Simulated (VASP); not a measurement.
Sc, 4 atoms in the cell. The structure is tetragonal, space group P4mm (No. 99). Conventional cell: a = 5.339 Å, b = 5.339 Å, c = 3.691 Å, α = 90.00°, β = 90.00°, γ = 90.00°. Within 4.2 Å of Sc (site symmetry 2mm) lie 14 Sc at 3.18 to 3.78 Å. Sc (site symmetry 4mm) has 14 Sc at 3.18 to 3.78 Å within 4.2 Å. Sc (site symmetry 4mm) has 14 Sc at 3.22 to 3.78 Å within 4.2 Å.  This cell differs from its parent crystal: strained and its atoms moved.

| Quantity | Value |
| --- | --- |
| Program | VASP 6.6.1 |
| Task | single point |
| Functional | PBEsol |
| Potentials or basis | VASP PAW PBE potentials, release 64 (Sc_sv) |
| Cutoff | 520 eV |
| k mesh | 8 × 8 × 10 |
| Occupations | gaussian, width 0.1 eV |
| Spin | no spin polarisation |
| Dipole correction | no |
| Further INCAR settings | ALGO = Fast; EDIFF = 1e-06; NBANDS = 30 |

Potentials or basis: VASP PAW PBE potentials, release 64 (Sc_sv).

Run with:

```console
$ cat potpaw_PBE.64/Sc_sv/POTCAR > POTCAR
$ mpirun -np 1 vasp_std > vasp.out
```

Hardware: 1 thread of Intel(R) Xeon(R) Platinum 8488C (Sapphire Rapids) (shared host).

Question: How long does it take, and how much memory?

Answer: Run time: 3.1 min on 1 thread of Intel(R) Xeon(R) Platinum 8488C (Sapphire Rapids), on a shared host, peak memory 0.34 GiB. Counts: scf iterations 19, k points 90.
